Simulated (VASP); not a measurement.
# InP in VASP: single point with PBEsol

Aim: the single point of InP with PBEsol.

Program: VASP 6.6.1. These are calculated values, not measurements. Logs are shortened: lines on timing, memory, paths and dates and some standing lists are left out, and cuts for length are marked.

**1. The cell of the first run**

The cell holds a slab with vacuum, 6 atoms: a = 3.860 Å, b = 3.860 Å, c = 22.459 Å, α = 90.00°, β = 90.00°, γ = 90.00°.

**2. Single point, PBEsol**

The input, INCAR:

```
SYSTEM = InP
PREC = Accurate
ENCUT = 520
EDIFF = 1E-7
ISMEAR = 0
SIGMA = 0.1
LREAL = .False.
LASPH = .True.
NELM = 80
ALGO = Normal
ISIF = 2
LWAVE = .False.
LCHARG = .False.
LDIPOL = .True.
IDIPOL = 3
DIPOL = 0.5 0.5 0.499
GGA = PS
NBANDS = 36
```

The input, KPOINTS:

```
Automatic mesh
0
Gamma
  8 8 1
  0 0 0
```

The input, POSCAR:

```
InP
1.0
    3.8601906191      0.0000000000      0.0000000000
    0.0000000000      3.8601906191      0.0000000000
    0.0000000000      0.0000000000     22.4591339269
In P
3 3
Direct
    0.5000000000      0.5000000000      0.3784651727
    0.0000000000      0.0000000000      0.5004749224
    0.5000000000      0.5000000000      0.6163270140
    0.0000000000      0.0000000000      0.3784651727
    0.5000000000      0.5000000000      0.4980436489
    0.0000000000      0.0000000000      0.6231641957
```

Potentials or basis: VASP PAW PBE potentials, release 64 (In_d, P).

Launch:

```sh
$ cat potpaw_PBE.64/In_d/POTCAR potpaw_PBE.64/P/POTCAR > POTCAR
$ mpirun -np 1 vasp_std > vasp.out
```

OUTCAR:

```text
SYSTEM = InP
   PREC = Accurate
   ENCUT = 520
   EDIFF = 1E-7
   ISMEAR = 0
   LREAL = .False.
   LASPH = .True.
   NELM = 80
   ISIF = 2
   GGA = PS

 ion  position               nearest neighbor table
   1  0.500  0.500  0.378-   5 2.69   4 2.73   4 2.73   4 2.73   4 2.73   2 3.87   2 3.87   2 3.87
                             2 3.87
   2  0.000  0.000  0.500-   5 2.73   5 2.73   5 2.73   5 2.73   4 2.74   6 2.76   3 3.77   3 3.77
                             3 3.77   3 3.77   1 3.87   1 3.87   1 3.87   1 3.87
   3  0.500  0.500  0.616-   5 2.66   6 2.73   6 2.73   6 2.73   6 2.73   2 3.77   2 3.77   2 3.77
                             2 3.77
   4  0.000  0.000  0.378-   1 2.73   1 2.73   1 2.73   1 2.73   2 2.74
   5  0.500  0.500  0.498-   3 2.66   1 2.69   2 2.73   2 2.73   2 2.73   2 2.73
   6  0.000  0.000  0.623-   3 2.73   3 2.73   3 2.73   3 2.73   2 2.76

  LATTYP: Found a simple tetragonal cell.
 ALAT       =     3.8601906191
 C/A-ratio  =     5.8181411601

  Lattice vectors:

 A1 = (   3.8601906191,   0.0000000000,   0.0000000000)
 A2 = (   0.0000000000,   3.8601906191,   0.0000000000)
 A3 = (   0.0000000000,   0.0000000000,  22.4591339269)

Analysis of symmetry for initial positions (statically):
=====================================================================
 Subroutine PRICEL returns:
 Original cell was already a primitive cell.

 Routine SETGRP: Setting up the symmetry group for a
 simple tetragonal supercell.

 Subroutine GETGRP returns: Found  8 space group operations
 (whereof  8 operations were pure point group operations)
 out of a pool of 16 trial point group operations.

The static configuration has the point symmetry C_4v.

Analysis of symmetry for dynamics (positions and initial velocities):
=====================================================================
 Subroutine PRICEL returns:
 Original cell was already a primitive cell.

 Routine SETGRP: Setting up the symmetry group for a
 simple tetragonal supercell.

 Subroutine GETGRP returns: Found  8 space group operations
 (whereof  8 operations were pure point group operations)
 out of a pool of 16 trial point group operations.

The dynamic configuration has the point symmetry C_4v.

 Subroutine INISYM returns: Found  8 space group operations
 (whereof  8 operations are pure point group operations),
 and found     1 'primitive' translations

----------------------------------------------------------------------------------------

                                     Primitive cell

  volume of cell :     334.6652

  direct lattice vectors                    reciprocal lattice vectors
     3.860190619  0.000000000  0.000000000     0.259054565  0.000000000  0.000000000
     0.000000000  3.860190619  0.000000000     0.000000000  0.259054565  0.000000000
     0.000000000  0.000000000 22.459133927     0.000000000  0.000000000  0.044525314

  length of vectors
     3.860190619  3.860190619 22.459133927     0.259054565  0.259054565  0.044525314

  position of ions in fractional coordinates (direct lattice)
     0.500000000  0.500000000  0.378465173
     0.000000000  0.000000000  0.500474922
     0.500000000  0.500000000  0.616327014
     0.000000000  0.000000000  0.378465173
     0.500000000  0.500000000  0.498043649
     0.000000000  0.000000000  0.623164196

  ion indices of the primitive-cell ions
   primitive index   ion index
                 1           1
                 2           2
                 3           3
                 4           4
                 5           5
                 6           6

----------------------------------------------------------------------------------------

 KPOINTS: Automatic mesh

Automatic generation of k-mesh.
 Grid dimensions read from file:
 generate k-points for:    8    8    1

 Generating k-lattice:

  Cartesian coordinates                     Fractional coordinates (reciprocal lattice)
     0.032381821  0.000000000  0.000000000     0.125000000  0.000000000  0.000000000
     0.000000000  0.032381821  0.000000000     0.000000000  0.125000000  0.000000000
     0.000000000  0.000000000  0.044525314     0.000000000  0.000000000  1.000000000

  Length of vectors
     0.032381821  0.032381821  0.044525314

  Shift w.r.t. Gamma in fractional coordinates (k-lattice)
     0.000000000  0.000000000  0.000000000

 Subroutine IBZKPT returns following result:
 ===========================================

 Found     15 irreducible k-points:

 Following reciprocal coordinates:
            Coordinates               Weight
  0.000000  0.000000  0.000000      1.000000
  0.125000  0.000000  0.000000      4.000000
  0.250000  0.000000  0.000000      4.000000
  0.375000  0.000000  0.000000      4.000000
  0.500000  0.000000  0.000000      2.000000
  0.125000  0.125000  0.000000      4.000000
  0.250000  0.125000  0.000000      8.000000
  0.375000  0.125000  0.000000      8.000000
  0.500000  0.125000  0.000000      4.000000
  0.250000  0.250000  0.000000      4.000000
  0.375000  0.250000  0.000000      8.000000
  0.500000  0.250000  0.000000      4.000000
  0.375000  0.375000  0.000000      4.000000
  0.500000  0.375000  0.000000      4.000000
  0.500000  0.500000  0.000000      1.000000
   k-points           NKPTS =     15   k-points in BZ     NKDIM =     15   number of bands    NBANDS=     36
   number of dos      NEDOS =    301   number of ions     NIONS =      6
   total plane-waves  NPLWV = 151200
   dimension x,y,z NGX =    30 NGY =   30 NGZ =  168
   dimension x,y,z NGXF=    60 NGYF=   60 NGZF=  336
   ions per type =               3   3
   NGX,Y,Z   is equivalent  to a cutoff of  12.92, 12.92, 12.44 a.u.
   NGXF,Y,Z  is equivalent  to a cutoff of  25.84, 25.84, 24.87 a.u.
 SYSTEM =  InP
   PREC   = accura    normal or accurate (medium, high low for compatibility)
   ISTART =      0    job   : 0-new  1-cont  2-samecut
   ICHARG =      2    charge: 1-file 2-atom 10-const
   ISPIN  =      1    spin polarized calculation?
   LNONCOLLINEAR =      F non collinear calculations
   LSORBIT =      F    spin-orbit coupling
   LASPH  =      T    aspherical Exc in radial PAW
   ENCUT  =  520.0 eV  38.22 Ry    6.18 a.u.   7.18  7.18 41.76*2*pi/ulx,y,z
   NELM   =     80;   NELMIN=  2; NELMDL= -5     # of ELM steps
   EDIFF  = 0.1E-06   stopping-criterion for ELM
   LREAL  =      F    real-space projection
   EDIFFG = 0.1E-05   stopping-criterion for IOM
   NSW    =      0    number of steps for IOM
   IBRION =     -1    ionic relax: 0-MD 1-quasi-New 2-CG
   NFREE  =      0    steps in history (QN), initial steepest desc. (CG)
   ISIF   =      2    stress and relaxation
   ISYM   =      2    0-nonsym 1-usesym 2-fastsym
   POTIM  = 0.5000    time-step for ionic-motion
   TEBEG  =    0.0;   TEEND  =   0.0 temperature during run
   PSTRESS=    0.0 pullay stress
   NELECT =      54.0000    total number of electrons
   NUPDOWN=      -1.0000    fix difference up-down
   EMIN   =  10.00;   EMAX   =-10.00  energy-range for DOS
   EFERMI =   0.00;   METHOD = LEGACY
   ISMEAR =     0;   SIGMA  =   0.10  broadening in eV -4-tet -1-fermi 0-gaus
   EFERMI_NEDOS =   21; number of points for ismear=-14 and -15
   IALGO  =     38    algorithm
   IMIX   =      4    mixing-type and parameters
     AMIX     =   0.40;   BMIX     =  1.00
     AMIX_MAG =   1.60;   BMIX_MAG =  1.00
  volume/ion in A,a.u.               =      55.78       376.41
  Fermi-wavevector in a.u.,A,eV,Ry     =   0.891256  1.684230 10.807620  0.794338
  Thomas-Fermi vector in A             =   2.013053
   LORBIT       =      0    0 simple, 1 ext, 2 COOP (PROOUT), +10 PAW based schemes
   GGA     = PS    functional components
   LHFCALC =     F    Hartree Fock is set to
   AEXX    =    0.0000 exact exchange contribution
   IVDW    =     0    specifies the selected vdW correction
   LEPSILON=     F    determine dielectric tensor
   LRPA    =     F    only Hartree local field effects (RPA)
 non-spin polarized calculation
 Gauss-broadening in eV      SIGMA  =   0.10
  energy-cutoff  :      520.00
  volume of cell :      334.67
 maximum number of plane-waves:      9084
 NGX is ok and might be reduce to    30
   NGX = 15   NGY = 15   NGZ = 83

 dipolmoment           0.000000      0.000000     -0.020842 electrons x Angstroem

 number of electron      53.9999985 magnetization

 dipolmoment           0.000000      0.000000      0.014416 electrons x Angstroem

 Free energy of the ion-electron system (eV)
  ---------------------------------------------------
  ext. energy  EPLUGINS =         0.00000000
  ---------------------------------------------------
  free energy    TOTEN  =       -25.40995709 eV

  energy without entropy =      -25.38709559  energy(sigma->0) =      -25.39852634

 E-fermi :  -0.3150     XC(G=0):  -4.5502

 val. band max:       -0.3153086875   @ k =   0.5000   0.1250   0.0000
 cond. band min:      -0.3048970558   @ k =   0.3750   0.3750   0.0000
 fundamental gap:      0.0104116317
 Fermi energy:        -0.3150303589

 k-point     1 :       0.0000    0.0000    0.0000
  band No.  band energies     occupation
      1     -14.7550      2.00000
      2     -14.6509      2.00000
      3     -14.5011      2.00000
      4     -14.4824      2.00000
      5     -14.4656      2.00000
      6     -14.4459      2.00000
[... 28 lines left out ...]
     35       4.9127      0.00000
     36       5.0736      0.00000

 k-point     2 :       0.1250    0.0000    0.0000
  band No.  band energies     occupation
      1     -14.7324      2.00000
      2     -14.6351      2.00000
      3     -14.4900      2.00000
      4     -14.4769      2.00000
      5     -14.4715      2.00000
      6     -14.4586      2.00000
[... 28 lines left out ...]
     35       5.0207      0.00000
     36       5.1474      0.00000
[... 466 lines left out ...]
     35       6.1414      0.00000
     36       6.1717      0.00000

 k-point    15 :       0.5000    0.5000    0.0000
  band No.  band energies     occupation
      1     -14.7747      2.00000
      2     -14.7550      2.00000
      3     -14.7323      2.00000
      4     -14.5035      2.00000
      5     -14.4837      2.00000
      6     -14.4837      2.00000
[... 28 lines left out ...]
     35       5.8809      0.00000
     36       6.2279      0.00000

------------------------ aborting loop because EDIFF is reached ----------------------------------------

 vacuum level on the upper side and lower side of the slab       (xc-potential included)         0.008        -0.158

  FORCE on cell =-STRESS in cart. coord.  units (eV):
  Direction    XX          YY          ZZ          XY          YZ          ZX
  --------------------------------------------------------------------------------------
  -------------------------------------------------------------------------------------
  Total       -2.6531569     -2.6531569      0.0437371      0.0000000      0.0000000      0.0000000
  in kB      -12.7017337    -12.7017337      0.2093869      0.0000000      0.0000000      0.0000000
  external PRESSURE =      -8.3980268 kB  Pullay stress =       0.0000000 kB

 VOLUME and BASIS-vectors are now :
 -----------------------------------------------------------------------------
  energy-cutoff  :      520.00
  volume of cell :      334.67
      direct lattice vectors                 reciprocal lattice vectors
     3.860190619  0.000000000  0.000000000     0.259054565  0.000000000  0.000000000
     0.000000000  3.860190619  0.000000000     0.000000000  0.259054565  0.000000000
     0.000000000  0.000000000 22.459133927     0.000000000  0.000000000  0.044525314

 POSITION                                       TOTAL-FORCE (eV/Angst)
 -----------------------------------------------------------------------------------
      1.93010      1.93010      8.50000         0.000000     -0.000000      0.205914
      0.00000      0.00000     11.24023         0.000000     -0.000000      0.006795
      1.93010      1.93010     13.84217         0.000000      0.000000      0.002371
      0.00000      0.00000      8.50000         0.000000     -0.000000     -0.227044
      1.93010      1.93010     11.18563         0.000000      0.000000      0.001467
      0.00000      0.00000     13.99573         0.000000     -0.000000      0.010498
 -----------------------------------------------------------------------------------
    total drift:                                0.000000      0.000000     -0.001931

  FREE ENERGIE OF THE ION-ELECTRON SYSTEM (eV)
  ---------------------------------------------------
  free  energy   TOTEN  =       -25.4099570894 eV

  energy  without entropy=      -25.3870955918  energy(sigma->0) =      -25.39852634

 vacuum level on the upper side and lower side of the slab         4.465         4.296
```

Wall time 4.8 min (1 thread of Intel Xeon Platinum 8375C at 2.90GHz (Ice Lake), shared host); peak memory 0.44 GiB.

Results:

* Free energy: -25.4100 eV
* Largest force: 0.227 eV/Å
* Band gap on the k mesh: zero (band 27 reaches 0.10 eV, above the bottom of band 28 at -1.67 eV)

Forces on the atoms (eV/Å):
```
In   0.000  0.000  0.206
In   0.000  0.000  0.007
In   0.000  0.000  0.002
P    0.000  0.000 -0.227
P    0.000  0.000  0.001
P    0.000  0.000  0.010
```

Caveat: the PAW data sets were made with another functional, which shifts forces and pressure a little; spin-orbit coupling is left out, which moves the levels of the heavy elements.
